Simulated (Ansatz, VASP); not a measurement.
# GaB in VASP and in Ansatz

```
Ga B
1.0
     2.71824    0.00000    0.00000
     0.00000    2.71824    0.00000
     0.00000    0.00000    3.23621
Ga B
1 1
Direct
  0.50000 0.50000 0.50000
  0.00000 0.00000 0.00000
```

Alike in both runs: task relaxation of cell and atoms; functional PBEsol-based screened hybrid with a share of 0.25 of exact exchange and HFSCREEN = 0.207; k mesh 5 × 5 × 4; occupations fermi-dirac, width 0.05 eV; no spin polarisation.

|  | VASP | Ansatz |
| --- | --- | --- |
| version | VASP 6.6.1 | Ansatz 0.2.0 |
| potentials or method | VASP PAW PBE potentials, release 64 (Ga_d, B) | Ansatz PAW |
| plane-wave cutoff (eV) | 600 | 420 |
| valence electrons in the cell | 16 | 16 |

Ansatz gave:

| Property | Result |
| --- | --- |
| gap on the k mesh at the Fermi level, each at its own relaxed structure (eV) | none |
| relaxed volume (Å³/atom) | 11.25 |
| relaxed length of the cell vector where the two differ most in proportion (Å) | 2.671 |

Q: What did VASP give for the same quantities?

A: gap on the k mesh at the Fermi level, each at its own relaxed structure (eV): none; relaxed volume (Å³/atom): 11.27; relaxed length of the cell vector where the two differ most in proportion (Å): 2.672.

VASP's potentials were made for PBE, not for PBEsol-based screened hybrid. A gap of «none» marks a metal or a gap that the smearing closes.

The k mesh is coarse, so the values compare programs but aren't converged. Noted on Ansatz's run: the plane-wave basis is chosen anew once the cell has moved, so the energies of steps on either side of that aren't comparable.
